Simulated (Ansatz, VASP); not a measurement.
## InSb in VASP and in Ansatz

The input INCAR:

```
SYSTEM = InSb
PREC = Accurate
ENCUT = 500
EDIFF = 1E-6
ISMEAR = 0
SIGMA = 0.15
LREAL = .FALSE.
LASPH = .TRUE.
NELM = 120
ALGO = Normal
ISIF = 2
LWAVE = .FALSE.
LCHARG = .FALSE.
GGA = PS
NBANDS = 16
GGA_COMPAT = .FALSE.
```

Contents of KPOINTS:

```
regular mesh
0
G
  14 14 14
  0 0 0
```

Contents of POSCAR:

```
InSb
1.0
    0.0000000000      3.2391000000      3.2391000000
    3.2391000000      0.0000000000      3.2391000000
    3.2391000000      3.2391000000      0.0000000000
In Sb
1 1
Direct
    0.0000000000      0.0000000000      0.0000000000
    0.7500000000      0.7500000000      0.7500000000
```

Input for Ansatz:

```yaml
crystal:
  lattice:
    - [0.0, 3.2391, 3.2391]
    - [3.2391, 0.0, 3.2391]
    - [3.2391, 3.2391, 0.0]
  atoms:
    - { symbol: In, position: [0.0, 0.0, 0.0] }
    - { symbol: Sb, position: [0.75, 0.75, 0.75] }
basis:
  ecutwfc: 420
kpoints:
  mp_grid: { grid: [14, 14, 14] }
hamiltonian:
  xc: pbesol
scf:
  occupations: { method: gaussian, width: 0.15 }
output:
  forces: true
  stress: true
  eigenvalues: true
```

Alike in both runs: task single point; functional PBEsol; k mesh 14 × 14 × 14; occupations gaussian, width 0.15 eV; no spin polarisation.

```csv
,VASP,Ansatz
version,VASP 6.6.1,Ansatz 0.2.0
potentials or method,"VASP PAW PBE potentials, release 64 (In_d, Sb), cutoff 500 eV","scalar-relativistic, plane waves, PAW"
valence electrons in the cell,18,28
```

Ansatz gave:

- gap on the k mesh at the Fermi level (eV): none
- pressure (GPa): 0.8

**Question.** Estimate VASP's values.

**Answer.** gap on the k mesh at the Fermi level (eV): none; pressure (GPa): 0.9.

VASP's potentials were made for PBE, not for PBEsol. A gap of «none» marks a metal or a gap that the smearing closes. VASP's potentials hold 18 valence electrons a cell and Ansatz's 28, so a difference there can come from the potentials and not from the codes.

Neither program's run includes spin-orbit coupling.
